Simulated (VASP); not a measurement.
# SiC5 (P3m1) in VASP: a series of runs

SiC5 is run at these levels: r2SCAN; tasks: single point.

Program: VASP 6.6.1. These are calculated values, not measurements. Logs are shortened: lines on timing, memory, paths and dates and some standing lists are left out, and cuts for length are marked.

## 1. The cell of the first run

The structure is trigonal, space group P3m1 (No. 156). The conventional cell has a = 2.725 Å, b = 2.725 Å, c = 6.745 Å, α = 90.00°, β = 90.00°, γ = 120.00°. Within 2.2 Å of C (site symmetry 3m) lie 3 C at 1.65 Å and 1 Si at 1.90 Å. Within 2.0 Å of C (site symmetry 3m) lie 4 C at 1.53 to 1.66 Å. C (site symmetry 3m) has 1 C at 1.53 Å and 3 Si at 1.75 Å within 2.0 Å. Within 2.0 Å of C (site symmetry 3m) lie 4 C at 1.53 to 1.65 Å. Within 2.0 Å of C (site symmetry 3m) lie 4 C at 1.53 to 1.66 Å. Si (site symmetry 3m) has 4 C at 1.75 to 1.90 Å within 2.3 Å.

## 2. Single point, r2SCAN

File POSCAR:

```
SiC5
1.0
    2.7247302423      0.0000000000      0.0000000000
   -1.3623651212      2.3596856083      0.0000000000
    0.0000000000      0.0000000000      6.7451248089
C Si
5 1
Direct
    0.0000000000      0.0000000000     -0.0279056134
    0.6666666667      0.3333333333      0.6696755148
    0.3333333333      0.6666666667      0.3656409587
    0.6666666667      0.3333333333      0.8962861346
    0.3333333333      0.6666666667      0.5929510660
    0.0000000000      0.0000000000      0.2533519394
```

File INCAR.step1:

```
SYSTEM = SiC5
PREC = Accurate
ENCUT = 910
ISMEAR = 0
SIGMA = 0.01
LREAL = .FALSE.
LASPH = .TRUE.
NELM = 120
NBANDS = 21
GGA = PE
ALGO = Normal
EDIFF = 1E-5
LWAVE = .TRUE.
LCHARG = .FALSE.
GGA_COMPAT = .FALSE.
```

File INCAR.step2:

```
SYSTEM = SiC5
PREC = Accurate
ENCUT = 910
EDIFF = 1E-6
ISMEAR = 0
SIGMA = 0.01
LREAL = .FALSE.
LASPH = .TRUE.
NELM = 120
ALGO = Normal
ISIF = 2
LWAVE = .FALSE.
LCHARG = .FALSE.
METAGGA = R2SCAN
LMIXTAU = .TRUE.
NBANDS = 21
ISTART = 1
GGA_COMPAT = .FALSE.
```

File KPOINTS:

```
Automatic mesh
0
G
  9 9 4
  0 0 0
```

Potentials or basis: VASP PAW PBE potentials, release 64 (C_h, Si).

Started as:

```console
$ cat potpaw_PBE.64/C_h/POTCAR potpaw_PBE.64/Si/POTCAR > POTCAR
$ cp INCAR.step1 INCAR
$ mpirun -np 1 vasp_std > vasp.out
$ cp INCAR.step2 INCAR
$ mpirun -np 1 vasp_std > vasp.out
```

OUTCAR:

```text
SYSTEM = SiC5
   PREC = Accurate
   ENCUT = 910
   EDIFF = 1E-6
   ISMEAR = 0
   LREAL = .FALSE.
   LASPH = .TRUE.
   NELM = 120
   ISIF = 2
   METAGGA = R2SCAN
   ISTART = 1

 ion  position               nearest neighbor table
   1  0.000  0.000  0.972-   6 1.90
   2  0.667  0.333  0.670-
   3  0.333  0.667  0.366-   6 1.75   6 1.75   6 1.75
   4  0.667  0.333  0.896-
   5  0.333  0.667  0.593-
   6  0.000  0.000  0.253-   3 1.75   3 1.75   3 1.75   1 1.90

  LATTYP: Found a hexagonal cell.
 ALAT       =     2.7247302423
 C/A-ratio  =     2.4755202200

  Lattice vectors:

 A1 = (   2.7247302423,   0.0000000000,   0.0000000000)
 A2 = (  -1.3623651212,   2.3596856083,   0.0000000000)
 A3 = (   0.0000000000,   0.0000000000,   6.7451248089)

Analysis of symmetry for initial positions (statically):
=====================================================================
 Subroutine PRICEL returns:
 Original cell was already a primitive cell.

 Routine SETGRP: Setting up the symmetry group for a
 hexagonal supercell.

 Subroutine GETGRP returns: Found  6 space group operations
 (whereof  6 operations were pure point group operations)
 out of a pool of 24 trial point group operations.

The static configuration has the point symmetry C_3v.

Analysis of symmetry for dynamics (positions and initial velocities):
=====================================================================
 Subroutine PRICEL returns:
 Original cell was already a primitive cell.

 Routine SETGRP: Setting up the symmetry group for a
 hexagonal supercell.

 Subroutine GETGRP returns: Found  6 space group operations
 (whereof  6 operations were pure point group operations)
 out of a pool of 24 trial point group operations.

The dynamic configuration has the point symmetry C_3v.

 Subroutine INISYM returns: Found  6 space group operations
 (whereof  6 operations are pure point group operations),
 and found     1 'primitive' translations

----------------------------------------------------------------------------------------

                                     Primitive cell

  volume of cell :      43.3678

  direct lattice vectors                    reciprocal lattice vectors
     2.724730242  0.000000000  0.000000000     0.367008809  0.211892634  0.000000000
    -1.362365121  2.359685608  0.000000000     0.000000000  0.423785269  0.000000000
     0.000000000  0.000000000  6.745124809     0.000000000  0.000000000  0.148255226

  length of vectors
     2.724730242  2.724730242  6.745124809     0.423785269  0.423785269  0.148255226

  position of ions in fractional coordinates (direct lattice)
     0.000000000  0.000000000  0.972094387
     0.666666667  0.333333333  0.669675515
     0.333333333  0.666666667  0.365640959
     0.666666667  0.333333333  0.896286135
     0.333333333  0.666666667  0.592951066
     0.000000000  0.000000000  0.253351939

  ion indices of the primitive-cell ions
   primitive index   ion index
                 1           1
                 2           2
                 3           3
                 4           4
                 5           5
                 6           6

----------------------------------------------------------------------------------------

 KPOINTS: Automatic mesh

Automatic generation of k-mesh.
 Grid dimensions read from file:
 generate k-points for:    9    9    4

 Generating k-lattice:

  Cartesian coordinates                     Fractional coordinates (reciprocal lattice)
     0.040778757  0.023543626  0.000000000     0.111111111  0.000000000  0.000000000
     0.000000000  0.047087252  0.000000000     0.000000000  0.111111111  0.000000000
     0.000000000  0.000000000  0.037063806     0.000000000  0.000000000  0.250000000

  Length of vectors
     0.047087252  0.047087252  0.037063806

  Shift w.r.t. Gamma in fractional coordinates (k-lattice)
     0.000000000  0.000000000  0.000000000

 Subroutine IBZKPT returns following result:
 ===========================================

 Found     43 irreducible k-points:

 Following reciprocal coordinates:
            Coordinates               Weight
  0.000000  0.000000  0.000000      1.000000
  0.111111 -0.000000  0.000000      6.000000
  0.222222 -0.000000  0.000000      6.000000
  0.333333 -0.000000  0.000000      6.000000
  0.444444 -0.000000  0.000000      6.000000
  0.111111  0.111111  0.000000      6.000000
[... 16 lines left out ...]
  0.222222  0.111111  0.250000     12.000000
 -0.111111  0.333333  0.250000     12.000000
 [... further k-points ...]
   k-points           NKPTS =     43   k-points in BZ     NKDIM =     43   number of bands    NBANDS=     21
   number of dos      NEDOS =    301   number of ions     NIONS =      6
   total plane-waves  NPLWV =  54880
   dimension x,y,z NGX =    28 NGY =   28 NGZ =   70
   dimension x,y,z NGXF=    56 NGYF=   56 NGZF=  140
   ions per type =               5   1
   NGX,Y,Z   is equivalent  to a cutoff of  17.08, 17.08, 17.25 a.u.
   NGXF,Y,Z  is equivalent  to a cutoff of  34.17, 34.17, 34.51 a.u.
 SYSTEM =  SiC5
   PREC   = accura    normal or accurate (medium, high low for compatibility)
   ISTART =      1    job   : 0-new  1-cont  2-samecut
   ICHARG =      0    charge: 1-file 2-atom 10-const
   ISPIN  =      1    spin polarized calculation?
   LNONCOLLINEAR =      F non collinear calculations
   LSORBIT =      F    spin-orbit coupling
   LASPH  =      T    aspherical Exc in radial PAW
   ENCUT  =  910.0 eV  66.88 Ry    8.18 a.u.   6.70  6.70 16.59*2*pi/ulx,y,z
   NELM   =    120;   NELMIN=  2; NELMDL=  0     # of ELM steps
   EDIFF  = 0.1E-05   stopping-criterion for ELM
   LREAL  =      F    real-space projection
   EDIFFG = 0.1E-04   stopping-criterion for IOM
   NSW    =      0    number of steps for IOM
   IBRION =     -1    ionic relax: 0-MD 1-quasi-New 2-CG
   NFREE  =      0    steps in history (QN), initial steepest desc. (CG)
   ISIF   =      2    stress and relaxation
   ISYM   =      2    0-nonsym 1-usesym 2-fastsym
   POTIM  = 0.5000    time-step for ionic-motion
   TEBEG  =    0.0;   TEEND  =   0.0 temperature during run
   PSTRESS=    0.0 pullay stress
   NELECT =      24.0000    total number of electrons
   NUPDOWN=      -1.0000    fix difference up-down
   EMIN   =  10.00;   EMAX   =-10.00  energy-range for DOS
   EFERMI =   0.00;   METHOD = LEGACY
   ISMEAR =     0;   SIGMA  =   0.01  broadening in eV -4-tet -1-fermi 0-gaus
   EFERMI_NEDOS =   21; number of points for ismear=-14 and -15
   IALGO  =     38    algorithm
   IMIX   =      4    mixing-type and parameters
     AMIX     =   0.40;   BMIX     =  1.00
     AMIX_MAG =   1.60;   BMIX_MAG =  1.00
  volume/ion in A,a.u.               =       7.23        48.78
  Fermi-wavevector in a.u.,A,eV,Ry     =   1.344073  2.539929 24.579345  1.806531
  Thomas-Fermi vector in A             =   2.472095
   LORBIT       =      0    0 simple, 1 ext, 2 COOP (PROOUT), +10 PAW based schemes
   METAGGA = R2SCAN    functional components
   LHFCALC =     F    Hartree Fock is set to
   AEXX    =    0.0000 exact exchange contribution
   IVDW    =     0    specifies the selected vdW correction
   LEPSILON=     F    determine dielectric tensor
   LRPA    =     F    only Hartree local field effects (RPA)
 non-spin polarized calculation
 Gauss-broadening in eV      SIGMA  =   0.01
  energy-cutoff  :      910.00
  volume of cell :       43.37
 maximum number of plane-waves:      2727
 NGX is ok and might be reduce to    28
   NGX = 13   NGY = 13   NGZ = 33

 number of electron      24.0000000 magnetization

 Free energy of the ion-electron system (eV)
  ---------------------------------------------------
  ext. energy  EPLUGINS =         0.00000000
  ---------------------------------------------------
  free energy    TOTEN  =       -55.74130545 eV

  energy without entropy =      -55.74130545  energy(sigma->0) =      -55.74130545

 E-fermi :  10.7590     XC(G=0): -13.2242

 val. band max:       10.6270995845   @ k =   0.0000   0.0000   0.0000
 cond. band min:      12.4668719610   @ k =   0.4444  -0.0000   0.0000
 fundamental gap:      1.8397723765
 Fermi energy:        10.7590269080

 k-point     1 :       0.0000    0.0000    0.0000
  band No.  band energies     occupation
      1     -10.5056      2.00000
      2      -7.9481      2.00000
      3      -6.7471      2.00000
      4       0.2333      2.00000
      5       1.7207      2.00000
      6       6.9093      2.00000
[... 13 lines left out ...]
     20      20.3757      0.00000
     21      20.8045      0.00000

 k-point     2 :       0.1111   -0.0000    0.0000
  band No.  band energies     occupation
      1     -10.2362      2.00000
      2      -7.6915      2.00000
      3      -6.4697      2.00000
      4       0.3905      2.00000
      5       1.9075      2.00000
      6       5.5634      2.00000
[... 13 lines left out ...]
     20      19.7263      0.00000
     21      21.2953      0.00000

 k-point     3 :       0.2222   -0.0000    0.0000
  band No.  band energies     occupation
      1      -9.4380      2.00000
      2      -6.9382      2.00000
      3      -5.6546      2.00000
      4       0.6308      2.00000
      5       2.2845      2.00000
      6       3.1511      2.00000
[... 13 lines left out ...]
     20      19.7211      0.00000
     21      20.6657      0.00000
[... 457 lines left out ...]
 k-point    23 :       0.2222    0.1111    0.2500
  band No.  band energies     occupation
      1      -8.5685      2.00000
      2      -6.7199      2.00000
      3      -4.0946      2.00000
      4      -0.4832      2.00000
      5       1.6139      2.00000
      6       2.9098      2.00000
[... 13 lines left out ...]
     20      20.1896      0.00000
     21      21.2078      0.00000

 k-point    24 :      -0.1111    0.3333    0.2500
  band No.  band energies     occupation
      1      -8.5717      2.00000
      2      -6.7009      2.00000
      3      -4.1527      2.00000
      4      -0.3611      2.00000
      5       1.9284      2.00000
      6       2.4935      2.00000
[... 13 lines left out ...]
     20      20.6103      0.00000
     21      21.6212      0.00000

 [... further k-points ...]

------------------------ aborting loop because EDIFF is reached ----------------------------------------

  FORCE on cell =-STRESS in cart. coord.  units (eV):
  Direction    XX          YY          ZZ          XY          YZ          ZX
  --------------------------------------------------------------------------------------
  -------------------------------------------------------------------------------------
  Total       -0.1192176     -0.1192176     -0.2483073      0.0000000      0.0000000     -0.0000000
  in kB       -4.4043669     -4.4043669     -9.1734432      0.0000000      0.0000000     -0.0000000
  external PRESSURE =      -5.9940590 kB  Pullay stress =       0.0000000 kB

 VOLUME and BASIS-vectors are now :
 -----------------------------------------------------------------------------
  energy-cutoff  :      910.00
  volume of cell :       43.37
      direct lattice vectors                 reciprocal lattice vectors
     2.724730242  0.000000000  0.000000000     0.367008809  0.211892634  0.000000000
    -1.362365121  2.359685608  0.000000000     0.000000000  0.423785269  0.000000000
     0.000000000  0.000000000  6.745124809     0.000000000  0.000000000  0.148255226

 POSITION                                       TOTAL-FORCE (eV/Angst)
 -----------------------------------------------------------------------------------
      0.00000      0.00000      6.55690        -0.000000      0.000000      0.022649
      1.36237      0.78656      4.51704         0.000000     -0.000000      0.007264
     -0.00000      1.57312      2.46629         0.000000     -0.000000     -0.057952
      1.36237      0.78656      6.04556        -0.000000      0.000000     -0.003610
     -0.00000      1.57312      3.99953         0.000000     -0.000000     -0.020877
      0.00000      0.00000      1.70889         0.000000     -0.000000      0.052526
 -----------------------------------------------------------------------------------
    total drift:                                0.000000      0.000000     -0.000979

  FREE ENERGIE OF THE ION-ELECTRON SYSTEM (eV)
  ---------------------------------------------------
  free  energy   TOTEN  =       -55.7413054534 eV

  energy  without entropy=      -55.7413054534  energy(sigma->0) =      -55.74130545
```

Wall time 4.3 min (1 thread of Intel Xeon Platinum 8375C at 2.90GHz (Ice Lake), shared host); peak memory 0.27 GiB.

Results:

```
Free energy            : -55.7413 eV
Pressure               : -0.6 GPa
Largest force          : 0.058 eV/Å
Band gap on the k mesh : 1.84 eV (least direct gap 3.74 eV)
```

Forces in eV/Å, atoms in the order of the input:
```
C    0.000  0.000  0.023
C    0.000  0.000  0.007
C    0.000  0.000 -0.058
C    0.000  0.000 -0.004
C    0.000  0.000 -0.021
Si   0.000  0.000  0.053
```

Stress tensor (GPa, compression positive):
```
-0.44  0.00  0.00
 0.00 -0.44  0.00
 0.00  0.00 -0.92
```

Caveat: the cutoff is under 1.25 times the usual one of these potentials, so pressure, stress and relaxed cells hold a basis-set (Pulay) error; the PAW data sets were made with another functional, which shifts forces and pressure a little; an odd mesh through Γ misses points on the zone boundary, where band edges can lie.

## 3. Single point, r2SCAN

POSCAR is that of step 2.

INCAR.step1 is that of step 2.

INCAR.step2: that of step 2 with these lines changed.

```diff
@@ -12,5 +12,7 @@
 LWAVE = .FALSE.
-LCHARG = .FALSE.
+LCHARG = .TRUE.
 METAGGA = R2SCAN
 LMIXTAU = .TRUE.
+LELF = .TRUE.
+LVHAR = .TRUE.
 NBANDS = 21
```

File KPOINTS:

```
regular mesh
0
G
  12 12 4
  0 0 0
```

Potentials or basis: VASP PAW PBE potentials, release 64 (C_h, Si).

Started as:

```console
$ cat potpaw_PBE.64/C_h/POTCAR potpaw_PBE.64/Si/POTCAR > POTCAR
$ cp INCAR.step1 INCAR
$ mpirun -np 1 vasp_std > vasp.out
$ cp INCAR.step2 INCAR
$ mpirun -np 1 vasp_std > vasp.out
```

It took 8.2 min on 1 thread of AMD EPYC 7R13 (Zen 3), shared host; peak memory 0.27 GiB.

It converged, with:

| Property | Result |
| --- | --- |
| Free energy | -55.7419 eV |
| Pressure | -0.6 GPa |
| Largest force | 0.056 eV/Å |
| Band gap on the k mesh | 1.68 eV (least direct gap 3.73 eV) |

Forces in eV/Å, atoms in the order of the input:
```
C    0.000  0.000  0.023
C    0.000  0.000  0.007
C    0.000  0.000 -0.056
C    0.000  0.000 -0.004
C    0.000  0.000 -0.021
Si   0.000  0.000  0.051
```

Stress tensor (GPa, compression positive):
```
-0.45  0.00  0.00
 0.00 -0.45  0.00
 0.00  0.00 -0.91
```

Levels at points of the mesh, in eV from the valence-band top:
```csv
k point,band 10,band 11,band 12,band 13,band 14,band 15
"(0.00, 0.00, 0.00)",-1.39,0.00,0.00,4.54,4.68,4.68
"(0.50, 0.00, 0.00)",-4.70,-4.68,-2.35,1.68,3.19,5.05
"(0.00, 0.00, 0.50)",-2.30,-0.15,-0.15,4.66,5.01,5.01
"(0.50, 0.00, 0.50)",-4.97,-3.30,-2.03,2.73,3.46,4.13
```

Caveat: the cutoff is under 1.25 times the usual one of these potentials, so pressure, stress and relaxed cells hold a basis-set (Pulay) error; the PAW data sets were made with another functional, which shifts forces and pressure a little.

[end of part 1 of 2]
